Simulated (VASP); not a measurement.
# Pd (Fm-3m) in VASP: a series of runs

Pd is run at these levels: HSE06; tasks: single point.

All numbers are computed with VASP 6.6.1; they aren't measurements. Logs are shortened: lines on timing, memory, paths and dates and some standing lists are left out, and cuts for length are marked.

## (1) The cell of the first run

Symmetry: Fm-3m, No. 225, cubic system. The conventional cell has a = 3.867 Å, b = 3.867 Å, c = 3.867 Å, α = 90.00°, β = 90.00°, γ = 90.00°. Within 3.6 Å of Pd (site symmetry m-3m) lie 12 Pd at 2.73 Å.

## (2) Single point, HSE06

The input, POSCAR:

```
Pd
1.0
    0.0000000000      1.9334358480      1.9334358480
    1.9334358480      0.0000000000      1.9334358480
    1.9334358480      1.9334358480      0.0000000000
Pd
1
Direct
    0.0000000000      0.0000000000      0.0000000000
```

The input, INCAR.step1:

```
SYSTEM = Pd
  PREC = Accurate
  ENCUT = 520
  EDIFF = 1E-5
  ISMEAR = -1
  SIGMA = 0.05
  LREAL = .False.
  LASPH = .True.
  NELM = 100
  ALGO = Normal
  ISIF = 2
  LWAVE = .True.
  LCHARG = .False.
  NBANDS = 11
  GGA = PE
```

The input, INCAR.step2:

```
SYSTEM = Pd
  PREC = Accurate
  ENCUT = 520
  EDIFF = 1E-6
  ISMEAR = -1
  SIGMA = 0.05
  LREAL = .False.
  LASPH = .True.
  NELM = 100
  ALGO = Normal
  ISIF = 2
  LWAVE = .False.
  LCHARG = .False.
  GGA = PE
  LHFCALC = .True.
  HFSCREEN = 0.2079
  PRECFOCK = Normal
  NBANDS = 11
  ISTART = 1
```

The input, KPOINTS:

```
Automatic mesh
0
Gamma
  8 8 8
  0 0 0
```

Potentials or basis: VASP PAW PBE potentials, release 64 (Pd).

Launch:

```console
> cat potpaw_PBE.64/Pd/POTCAR > POTCAR
> cp INCAR.step1 INCAR
> mpirun -np 1 vasp_std > vasp.out
> cp INCAR.step2 INCAR
> mpirun -np 1 vasp_std > vasp.out
```

OUTCAR:

```text
SYSTEM = Pd
   PREC = Accurate
   ENCUT = 520
   EDIFF = 1E-6
   ISMEAR = -1
   LREAL = .False.
   LASPH = .True.
   NELM = 100
   ISIF = 2
   GGA = PE
   LHFCALC = .True.
   HFSCREEN = 0.2079
   PRECFOCK = Normal
   ISTART = 1

 ion  position               nearest neighbor table
   1  0.000  0.000  0.000-

  LATTYP: Found a face centered cubic cell.
 ALAT       =     3.8668716960

  Lattice vectors:

 A1 = (   0.0000000000,   1.9334358480,   1.9334358480)
 A2 = (   1.9334358480,   0.0000000000,   1.9334358480)
 A3 = (   1.9334358480,   1.9334358480,   0.0000000000)

Analysis of symmetry for initial positions (statically):
=====================================================================
 Subroutine PRICEL returns:
 Original cell was already a primitive cell.

 Routine SETGRP: Setting up the symmetry group for a
 face centered cubic supercell.

 Subroutine GETGRP returns: Found 48 space group operations
 (whereof 48 operations were pure point group operations)
 out of a pool of 48 trial point group operations.

The static configuration has the point symmetry O_h .

Analysis of symmetry for dynamics (positions and initial velocities):
=====================================================================
 Subroutine PRICEL returns:
 Original cell was already a primitive cell.

 Routine SETGRP: Setting up the symmetry group for a
 face centered cubic supercell.

 Subroutine GETGRP returns: Found 48 space group operations
 (whereof 48 operations were pure point group operations)
 out of a pool of 48 trial point group operations.

The dynamic configuration has the point symmetry O_h .

 Subroutine INISYM returns: Found 48 space group operations
 (whereof 48 operations are pure point group operations),
 and found     1 'primitive' translations

----------------------------------------------------------------------------------------

                                     Primitive cell

  volume of cell :      14.4550

  direct lattice vectors                    reciprocal lattice vectors
     0.000000000  1.933435848  1.933435848    -0.258606977  0.258606977  0.258606977
     1.933435848  0.000000000  1.933435848     0.258606977 -0.258606977  0.258606977
     1.933435848  1.933435848  0.000000000     0.258606977  0.258606977 -0.258606977

  length of vectors
     2.734291198  2.734291198  2.734291198     0.447920423  0.447920423  0.447920423

  position of ions in fractional coordinates (direct lattice)
     0.000000000  0.000000000  0.000000000

  ion indices of the primitive-cell ions
   primitive index   ion index
                 1           1

----------------------------------------------------------------------------------------

 KPOINTS: Automatic mesh

Automatic generation of k-mesh.
 Grid dimensions read from file:
 generate k-points for:    8    8    8

 Generating k-lattice:

  Cartesian coordinates                     Fractional coordinates (reciprocal lattice)
    -0.032325872  0.032325872  0.032325872     0.125000000  0.000000000  0.000000000
     0.032325872 -0.032325872  0.032325872     0.000000000  0.125000000  0.000000000
     0.032325872  0.032325872 -0.032325872     0.000000000  0.000000000  0.125000000

  Length of vectors
     0.055990053  0.055990053  0.055990053

  Shift w.r.t. Gamma in fractional coordinates (k-lattice)
     0.000000000  0.000000000  0.000000000

 Subroutine IBZKPT returns following result:
 ===========================================

 Found     29 irreducible k-points:

 Following reciprocal coordinates:
            Coordinates               Weight
  0.000000  0.000000  0.000000      1.000000
  0.125000  0.000000  0.000000      8.000000
  0.250000  0.000000  0.000000      8.000000
  0.375000  0.000000  0.000000      8.000000
  0.500000  0.000000  0.000000      4.000000
  0.125000  0.125000  0.000000      6.000000
[... 16 lines left out ...]
  0.500000  0.250000  0.125000     48.000000
 -0.375000  0.250000  0.125000     24.000000
 [... further k-points ...]
   k-points           NKPTS =     29   k-points in BZ     NKDIM =    512   number of bands    NBANDS=     11
   number of dos      NEDOS =    301   number of ions     NIONS =      1
   total plane-waves  NPLWV =   8000
   dimension x,y,z NGX =    20 NGY =   20 NGZ =   20
   dimension x,y,z NGXF=    40 NGYF=   40 NGZF=   40
   ions per type =               1
   NGX,Y,Z   is equivalent  to a cutoff of  12.16, 12.16, 12.16 a.u.
   NGXF,Y,Z  is equivalent  to a cutoff of  24.32, 24.32, 24.32 a.u.
 SYSTEM =  Pd
   PREC   = accura    normal or accurate (medium, high low for compatibility)
   ISTART =      1    job   : 0-new  1-cont  2-samecut
   ICHARG =      0    charge: 1-file 2-atom 10-const
   ISPIN  =      1    spin polarized calculation?
   LNONCOLLINEAR =      F non collinear calculations
   LSORBIT =      F    spin-orbit coupling
   LASPH  =      T    aspherical Exc in radial PAW
   ENCUT  =  520.0 eV  38.22 Ry    6.18 a.u.   5.08  5.08  5.08*2*pi/ulx,y,z
   NELM   =    100;   NELMIN=  2; NELMDL=  0     # of ELM steps
   EDIFF  = 0.1E-05   stopping-criterion for ELM
   LREAL  =      F    real-space projection
   EDIFFG = 0.1E-04   stopping-criterion for IOM
   NSW    =      0    number of steps for IOM
   IBRION =     -1    ionic relax: 0-MD 1-quasi-New 2-CG
   NFREE  =      0    steps in history (QN), initial steepest desc. (CG)
   ISIF   =      2    stress and relaxation
   ISYM   =      3    0-nonsym 1-usesym 2-fastsym
   POTIM  = 0.5000    time-step for ionic-motion
   TEBEG  =    0.0;   TEEND  =   0.0 temperature during run
   PSTRESS=    0.0 pullay stress
   NELECT =      10.0000    total number of electrons
   NUPDOWN=      -1.0000    fix difference up-down
   EMIN   =  10.00;   EMAX   =-10.00  energy-range for DOS
   EFERMI =   0.00;   METHOD = LEGACY
   ISMEAR =    -1;   SIGMA  =   0.05  broadening in eV -4-tet -1-fermi 0-gaus
   EFERMI_NEDOS =   21; number of points for ismear=-14 and -15
   IALGO  =     38    algorithm
   IMIX   =      1    mixing-type and parameters
     AMIX     =   0.40;   BMIX     =  1.00
     AMIX_MAG =   1.60;   BMIX_MAG =  1.00
  volume/ion in A,a.u.               =      14.46        97.55
  Fermi-wavevector in a.u.,A,eV,Ry     =   1.447888  2.736112 28.522990  2.096381
  Thomas-Fermi vector in A             =   2.565792
   LORBIT       =      0    0 simple, 1 ext, 2 COOP (PROOUT), +10 PAW based schemes
   GGA     = PE    functional components
   LHFCALC =     T    Hartree Fock is set to
   PRECFOCK=normal    Normal, Fast or Accurate (Low or Medium for compatibility)
   ENCUT4O =  -1.0   cutoff for four orbital integrals eV
   NKREDX  =     1    reduce k-point grid by
   NKREDY  =     1    reduce k-point grid by
   NKREDZ  =     1    reduce k-point grid by
   AEXX    =    0.2500 exact exchange contribution
   HFSCREEN=    0.2079 screening length (either q_TF or 0.3 A-1)
   HFSCREENC=   0.2079 screening length for correlation (either q_TF or 0.3 A-1)
   ENCUTFOCK=  -1.0 apply spherical cutoff to Coloumb kernel
   IVDW    =     0    specifies the selected vdW correction
   LEPSILON=     F    determine dielectric tensor
   LRPA    =     F    only Hartree local field effects (RPA)
 non-spin polarized calculation
  energy-cutoff  :      520.00
  volume of cell :       14.46
 maximum number of plane-waves:       399
  NGX = 16; NGY = 16; NGZ = 16

 number of electron      10.0000003 magnetization

 Free energy of the ion-electron system (eV)
  ---------------------------------------------------
  ext. energy  EPLUGINS =         0.00000000
  ---------------------------------------------------
  free energy    TOTEN  =        -5.97420240 eV

  energy without entropy =       -5.96272453  energy(sigma->0) =       -5.96846346

 E-fermi :   9.4739     XC(G=0): -10.8061

 val. band max:        9.4540986481   @ k =  -0.3750   0.3750   0.1250
 cond. band min:       9.6055413000   @ k =   0.5000   0.3750   0.0000
 fundamental gap:      0.1514426519
 Fermi energy:         9.4739337133

 k-point     1 :       0.0000    0.0000    0.0000
  band No.  band energies     occupation
      1       1.8176      2.00000
      2       6.0285      2.00000
      3       6.0286      2.00000
      4       6.0286      2.00000
      5       7.6867      2.00000
      6       7.6867      2.00000
      7      28.1873      0.00000
      8      33.2774      0.00000
      9      33.2774      0.00000
     10      33.2774      0.00000
     11      38.4611      0.00000

 k-point     2 :       0.1250    0.0000    0.0000
  band No.  band energies     occupation
      1       2.4461      2.00000
      2       5.8653      2.00000
      3       6.2275      2.00000
      4       6.2275      2.00000
      5       7.6321      2.00000
      6       7.6321      2.00000
      7      28.7221      0.00000
      8      30.4690      0.00000
      9      33.9719      0.00000
     10      33.9719      0.00000
     11      38.9131      0.00000

 k-point     3 :       0.2500    0.0000    0.0000
  band No.  band energies     occupation
      1       3.5370      2.00000
      2       6.3057      2.00000
      3       6.3057      2.00000
      4       6.3063      2.00000
      5       7.9935      2.00000
      6       7.9936      2.00000
      7      25.7745      0.00000
      8      29.3250      0.00000
      9      35.2841      0.00000
     10      35.2841      0.00000
     11      37.4730      0.00000
[... 267 lines left out ...]
 k-point    23 :       0.5000    0.2500    0.1250
  band No.  band energies     occupation
      1       4.4814      2.00000
      2       5.2913      2.00000
      3       5.9469      2.00000
      4       7.2348      2.00000
      5       8.7266      2.00000
      6      12.6909      0.00000
      7      21.8378      0.00000
      8      26.4164      0.00000
      9      28.6394      0.00000
     10      33.6104      0.00000
     11      37.4229      0.00000

 k-point    24 :      -0.3750    0.2500    0.1250
  band No.  band energies     occupation
      1       4.4107      2.00000
      2       5.0487      2.00000
      3       6.5839      2.00000
      4       6.9267      2.00000
      5       9.1618      1.99612
      6      15.3298      0.00000
      7      18.3882      0.00000
      8      26.8371      0.00000
      9      27.3762      0.00000
     10      32.5920      0.00000
     11      38.5555      0.00000

 [... further k-points ...]

------------------------ aborting loop because EDIFF is reached ----------------------------------------

  FORCE on cell =-STRESS in cart. coord.  units (eV):
  Direction    XX          YY          ZZ          XY          YZ          ZX
  --------------------------------------------------------------------------------------
  -------------------------------------------------------------------------------------
  Total        0.6401795      0.6401795      0.6401795      0.0000000      0.0000000      0.0000000
  in kB       70.9566414     70.9566414     70.9566414      0.0000000      0.0000000      0.0000000
  external PRESSURE =      70.9566414 kB  Pullay stress =       0.0000000 kB

 VOLUME and BASIS-vectors are now :
 -----------------------------------------------------------------------------
  energy-cutoff  :      520.00
  volume of cell :       14.46
      direct lattice vectors                 reciprocal lattice vectors
     0.000000000  1.933435848  1.933435848    -0.258606977  0.258606977  0.258606977
     1.933435848  0.000000000  1.933435848     0.258606977 -0.258606977  0.258606977
     1.933435848  1.933435848  0.000000000     0.258606977  0.258606977 -0.258606977

 POSITION                                       TOTAL-FORCE (eV/Angst)
 -----------------------------------------------------------------------------------
      0.00000      0.00000      0.00000         0.000000      0.000000      0.000000
 -----------------------------------------------------------------------------------
    total drift:                                0.000000      0.000000      0.000000

  FREE ENERGIE OF THE ION-ELECTRON SYSTEM (eV)
  ---------------------------------------------------
  free  energy   TOTEN  =        -5.9742023954 eV

  energy  without entropy=       -5.9627245274  energy(sigma->0) =       -5.96846346
```

Run time: 15 min. Hardware: 1 thread of Intel Xeon 6975P-C (Granite Rapids), shared host; peak memory 0.24 GiB.

What came out:

```yaml
Free_energy: -5.9742 eV
Pressure: 7.1 GPa
Band_gap_on_the_k_mesh: zero (bands 5 and 6 overlap by 2.21 eV)
```

Caveat: the cell stands under pressure; the PAW data sets were made with another functional, which shifts forces and pressure a little.

[end of part 1 of 2]
